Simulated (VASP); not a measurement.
# N2 in VASP: a series of runs

Runs on N2. Level: r2SCAN. Tasks: single point, relaxation of the atoms.

Program: VASP 6.6.1. These are calculated values, not measurements. Logs are shortened: lines on timing, memory, paths and dates and some standing lists are left out, and cuts for length are marked.

### Step 1. The cell of the first run

The cell holds a molecule in a box, 2 atoms: a = 9.000 Å, b = 9.500 Å, c = 10.000 Å, α = 90.00°, β = 90.00°, γ = 90.00°.

### Step 2. Single point, r2SCAN

POSCAR

```
N
1.0
    9.0000000000      0.0000000000      0.0000000000
    0.0000000000      9.5000000000      0.0000000000
    0.0000000000      0.0000000000     10.0000000000
N
2
Direct
    0.5000000000      0.5000000000      0.4453554009
    0.5000000000      0.5000000000      0.5546445991
```

INCAR.step1

```
PREC = Accurate ; ENCUT = 520
ISMEAR = 1 ; SIGMA = 0.02
LREAL = False ; LASPH = True
NELM = 80 ; NBANDS = 12
GGA = PE ; ALGO = Normal
EDIFF = 1E-4 ; LWAVE = True
LCHARG = False
```

INCAR.step2

```
PREC = Accurate ; ENCUT = 520
EDIFF = 1E-6 ; ISMEAR = 1
SIGMA = 0.02 ; LREAL = False
LASPH = True ; NELM = 80
ALGO = Normal ; ISIF = 2
LWAVE = False ; LCHARG = False
METAGGA = R2SCAN ; LMIXTAU = True
NBANDS = 12 ; ISTART = 1
```

KPOINTS

```
regular mesh
0
Gamma
  1 1 1
```

Potentials or basis: VASP PAW PBE potentials, release 64 (N).

The run is started by

```console
$ cat potpaw_PBE.64/N/POTCAR > POTCAR
$ cp INCAR.step1 INCAR
$ mpirun -np 1 vasp_gam > vasp.out
$ cp INCAR.step2 INCAR
$ mpirun -np 1 vasp_gam > vasp.out
```

OUTCAR:

```text
PREC = Accurate
   ENCUT = 520
   EDIFF = 1E-6
   ISMEAR = 1
   LREAL = False
   LASPH = True
   NELM = 80
   ISIF = 2
   METAGGA = R2SCAN
   ISTART = 1

 ion  position               nearest neighbor table
   1  0.500  0.500  0.445-   2 1.09
   2  0.500  0.500  0.555-   1 1.09

  LATTYP: Found a simple orthorhombic cell.
 ALAT       =     9.0000000000
 B/A-ratio  =     1.0555555556
 C/A-ratio  =     1.1111111111

  Lattice vectors:

 A1 = (   9.0000000000,   0.0000000000,   0.0000000000)
 A2 = (   0.0000000000,   9.5000000000,   0.0000000000)
 A3 = (   0.0000000000,   0.0000000000,  10.0000000000)

Analysis of symmetry for initial positions (statically):
=====================================================================
 Subroutine PRICEL returns:
 Original cell was already a primitive cell.

 Routine SETGRP: Setting up the symmetry group for a
 simple orthorhombic supercell.

 Subroutine GETGRP returns: Found  8 space group operations
 (whereof  8 operations were pure point group operations)
 out of a pool of  8 trial point group operations.

The static configuration has the point symmetry D_2h.

Analysis of symmetry for dynamics (positions and initial velocities):
=====================================================================
 Subroutine PRICEL returns:
 Original cell was already a primitive cell.

 Routine SETGRP: Setting up the symmetry group for a
 simple orthorhombic supercell.

 Subroutine GETGRP returns: Found  8 space group operations
 (whereof  8 operations were pure point group operations)
 out of a pool of  8 trial point group operations.

The dynamic configuration has the point symmetry D_2h.

 Subroutine INISYM returns: Found  8 space group operations
 (whereof  8 operations are pure point group operations),
 and found     1 'primitive' translations

----------------------------------------------------------------------------------------

                                     Primitive cell

  volume of cell :     855.0000

  direct lattice vectors                    reciprocal lattice vectors
     9.000000000  0.000000000  0.000000000     0.111111111  0.000000000  0.000000000
     0.000000000  9.500000000  0.000000000     0.000000000  0.105263158  0.000000000
     0.000000000  0.000000000 10.000000000     0.000000000  0.000000000  0.100000000

  length of vectors
     9.000000000  9.500000000 10.000000000     0.111111111  0.105263158  0.100000000

  position of ions in fractional coordinates (direct lattice)
[... 55 lines left out ...]
   EDIFF  = 0.1E-05   stopping-criterion for ELM
   LREAL  =      F    real-space projection
   EDIFFG = 0.1E-04   stopping-criterion for IOM
   NSW    =      0    number of steps for IOM
   IBRION =     -1    ionic relax: 0-MD 1-quasi-New 2-CG
   NFREE  =      0    steps in history (QN), initial steepest desc. (CG)
   ISIF   =      2    stress and relaxation
   ISYM   =      2    0-nonsym 1-usesym 2-fastsym
   POTIM  = 0.5000    time-step for ionic-motion
   TEBEG  =    0.0;   TEEND  =   0.0 temperature during run
   PSTRESS=    0.0 pullay stress
   NELECT =      10.0000    total number of electrons
   NUPDOWN=      -1.0000    fix difference up-down
   EMIN   =  10.00;   EMAX   =-10.00  energy-range for DOS
   EFERMI =   0.00;   METHOD = LEGACY
   ISMEAR =     1;   SIGMA  =   0.02  broadening in eV -4-tet -1-fermi 0-gaus
   EFERMI_NEDOS =   21; number of points for ismear=-14 and -15
   IALGO  =     38    algorithm
   IMIX   =      4    mixing-type and parameters
     AMIX     =   0.40;   BMIX     =  1.00
     AMIX_MAG =   1.60;   BMIX_MAG =  1.00
  volume/ion in A,a.u.               =     427.50      2884.91
  Fermi-wavevector in a.u.,A,eV,Ry     =   0.371609  0.702239  1.878872  0.138093
  Thomas-Fermi vector in A             =   1.299861
   LORBIT       =      0    0 simple, 1 ext, 2 COOP (PROOUT), +10 PAW based schemes
   METAGGA = R2SCAN    functional components
   LHFCALC =     F    Hartree Fock is set to
   AEXX    =    0.0000 exact exchange contribution
   IVDW    =     0    specifies the selected vdW correction
   LEPSILON=     F    determine dielectric tensor
   LRPA    =     F    only Hartree local field effects (RPA)
 non-spin polarized calculation
 Methfessel and Paxton  Order N= 1 SIGMA  =   0.02
  energy-cutoff  :      520.00
  volume of cell :      855.00
 maximum number of plane-waves:     11510
 NGX is ok and might be reduce to    70
   NGX = 33   NGY = 35   NGZ = 37

 number of electron      10.0000001 magnetization

 number of electron       9.9999999 magnetization

 Free energy of the ion-electron system (eV)
  ---------------------------------------------------
  ext. energy  EPLUGINS =         0.00000000
  ---------------------------------------------------
  free energy    TOTEN  =       -18.19810325 eV

  energy without entropy =      -18.19926283  energy(sigma->0) =      -18.19848978

 E-fermi : -10.5076     XC(G=0):  -0.4513

 val. band max:      -10.5244472329   @ k =   0.0000   0.0000   0.0000
 cond. band min:      -1.4359693745   @ k =   0.0000   0.0000   0.0000
 fundamental gap:      9.0884778583
 Fermi energy:       -10.5076095885

 k-point     1 :       0.0000    0.0000    0.0000
  band No.  band energies     occupation
      1     -29.7352      2.00000
      2     -14.0133      2.00000
      3     -11.9030      2.00000
      4     -11.9030      2.00000
      5     -10.5244      2.00000
      6      -1.4360      0.00000
      7      -1.4356      0.00000
      8       0.1307      0.00000
      9       1.5553      0.00000
     10       1.6374      0.00000
     11       1.7025      0.00000
     12       1.7852      0.00000

------------------------ aborting loop because EDIFF is reached ----------------------------------------

  FORCE on cell =-STRESS in cart. coord.  units (eV):
  Direction    XX          YY          ZZ          XY          YZ          ZX
  --------------------------------------------------------------------------------------
  -------------------------------------------------------------------------------------
  Total       -0.0776295     -0.0745582      2.4478331      0.0000000      0.0000000      0.0000000
  in kB       -0.1454693     -0.1397140      4.5869740      0.0000000      0.0000000      0.0000000
  external PRESSURE =       1.4339302 kB  Pullay stress =       0.0000000 kB

 VOLUME and BASIS-vectors are now :
 -----------------------------------------------------------------------------
  energy-cutoff  :      520.00
  volume of cell :      855.00
      direct lattice vectors                 reciprocal lattice vectors
     9.000000000  0.000000000  0.000000000     0.111111111  0.000000000  0.000000000
     0.000000000  9.500000000  0.000000000     0.000000000  0.105263158  0.000000000
     0.000000000  0.000000000 10.000000000     0.000000000  0.000000000  0.100000000

 POSITION                                       TOTAL-FORCE (eV/Angst)
 -----------------------------------------------------------------------------------
      4.50000      4.75000      4.45355         0.000000      0.000000     -2.339131
      4.50000      4.75000      5.54645         0.000000      0.000000      2.339131
 -----------------------------------------------------------------------------------
    total drift:                                0.000000      0.000000      0.000000

  FREE ENERGIE OF THE ION-ELECTRON SYSTEM (eV)
  ---------------------------------------------------
  free  energy   TOTEN  =       -18.1981032500 eV

  energy  without entropy=      -18.1992628311  energy(sigma->0) =      -18.19848978
```

OSZICAR.step1:

```text
N       E                     dE             d eps       ncg     rms          rms(c)
DAV:   1     0.117088633509E+03    0.11709E+03   -0.21691E+03    24   0.440E+02
DAV:   2     0.275495686788E+02   -0.89539E+02   -0.88750E+02    44   0.680E+01
DAV:   3    -0.139830448096E+02   -0.41533E+02   -0.41384E+02    32   0.806E+01
DAV:   4    -0.175311261850E+02   -0.35481E+01   -0.35457E+01    28   0.349E+01
DAV:   5    -0.175558532234E+02   -0.24727E-01   -0.24727E-01    32   0.299E+00    0.815E+00
DAV:   6    -0.167969737482E+02    0.75888E+00   -0.10343E+00    24   0.662E+00    0.462E+00
DAV:   7    -0.166210787000E+02    0.17590E+00   -0.76681E-01    32   0.553E+00    0.122E+00
DAV:   8    -0.166136980027E+02    0.73807E-02   -0.54524E-02    28   0.159E+00    0.187E-01
DAV:   9    -0.166136550734E+02    0.42929E-04   -0.26893E-03    32   0.358E-01    0.829E-02
DAV:  10    -0.166149858734E+02   -0.13308E-02   -0.24451E-04    28   0.909E-02    0.399E-02
DAV:  11    -0.166159159872E+02   -0.93011E-03   -0.25274E-04    28   0.785E-02    0.220E-02
DAV:  12    -0.166173269870E+02   -0.14110E-02   -0.15608E-04    32   0.545E-02    0.283E-02
DAV:  13    -0.166174519482E+02   -0.12496E-03   -0.13600E-05    32   0.161E-02    0.863E-03
DAV:  14    -0.166177830332E+02   -0.33109E-03   -0.20666E-05    24   0.196E-02    0.265E-03
DAV:  15    -0.166178398351E+02   -0.56802E-04   -0.22377E-06    32   0.661E-03
   1 F= -.16617840E+02 E0= -.16618226E+02  d E =0.115958E-02
```

Wall time 4.8 min (1 thread of Oxide Virtual Turin-like, shared host); peak memory 0.84 GiB.

What came out:

| Item | Value |
| --- | --- |
| Free energy | -18.1981 eV |
| Largest force | 2.339 eV/Å |
| Gap between the frontier levels | 9.09 eV |

Forces in eV/Å, atoms in the order of the input:
```
N    0.000  0.000 -2.339
N    0.000  0.000  2.339
```

Levels at points of the mesh, in eV from the valence-band top:
```csv
k point,band 2,band 3,band 4,band 5,band 6,band 7,band 8,band 9
"(0.00, 0.00, 0.00)",-3.49,-1.38,-1.38,0.00,9.09,9.09,10.66,12.08
```

Caveat: the standard files for N, O and F lose accuracy on very short bonds; the PAW data sets were made with another functional, which shifts forces and pressure a little.

### Step 3. Relaxation of the atoms, r2SCAN

POSCAR

```
N
1.0
    9.0000000000      0.0000000000      0.0000000000
    0.0000000000      9.5000000000      0.0000000000
    0.0000000000      0.0000000000     10.0000000000
N
2
Direct
    0.5000000000      0.5000000000      0.4445000000
    0.5000000000      0.5000000000      0.5555000000
```

INCAR.step1

```
  PREC = Accurate
  ENCUT = 520
  ISMEAR = 1
  SIGMA = 0.02
  LREAL = F
  LASPH = T
  NELM = 80
  GGA = PE
  ALGO = Normal
  EDIFF = 1E-4
  LWAVE = T
  LCHARG = F
```

INCAR.step2

```
  PREC = Accurate
  ENCUT = 520
  EDIFF = 1E-7
  ISMEAR = 1
  SIGMA = 0.02
  LREAL = F
  LASPH = T
  NELM = 80
  ALGO = Normal
  ISIF = 2
  LWAVE = F
  LCHARG = F
  METAGGA = R2SCAN
  LMIXTAU = T
  IBRION = 2
  NSW = 60
  EDIFFG = -0.01
  ISTART = 1
```

KPOINTS

```
Automatic mesh
0
Gamma
  1 1 1
```

Potentials or basis: VASP PAW PBE potentials, release 64 (N).

The run is started by

```console
$ cat potpaw_PBE.64/N/POTCAR > POTCAR
$ cp INCAR.step1 INCAR
$ mpirun -np 1 vasp_gam > vasp.out
$ cp INCAR.step2 INCAR
$ mpirun -np 1 vasp_gam > vasp.out
```

Run time: 12 min. Hardware: 1 thread of Oxide Virtual Turin-like, shared host; peak memory 0.91 GiB.

Results (log left out):

```yaml
Free_energy: -18.2142 eV
Energy_gained_by_relaxing: 0.5 meV/atom
Ionic_steps: 3
Largest_force_after_relaxing: 0.008 eV/Å
Gap_between_the_frontier_levels: 8.91 eV
```

Forces on the atoms (eV/Å):
```
N    0.000  0.000 -0.008
N    0.000  0.000  0.008
```

Step by step:
```tsv
step	energy change (eV)	largest force (eV/Å)	pressure (GPa)
1	0.0000	0.5192	-0.05
2	0.1975	8.9766	0.57
3	-0.0009	0.0078	-0.02
```

Final structure:
```
N
1.0
     9.00000    0.00000    0.00000
     0.00000    9.50000    0.00000
     0.00000    0.00000   10.00000
N
2
Direct
  0.50000 0.50000 0.44466
  0.50000 0.50000 0.55534
```

Levels at points of the mesh, in eV from the valence-band top:
| k point | band 1 | band 2 | band 3 | band 4 | band 5 | band 6 | band 7 | band 8 | band 9 |
| --- | --- | --- | --- | --- | --- | --- | --- | --- | --- |
| (0.00, 0.00, 0.00) | -18.99 | -3.60 | -1.27 | -1.27 | 0.00 | 8.91 | 8.91 | 10.67 | 12.09 |

Caveat: the standard files for N, O and F lose accuracy on very short bonds; the PAW data sets were made with another functional, which shifts forces and pressure a little.
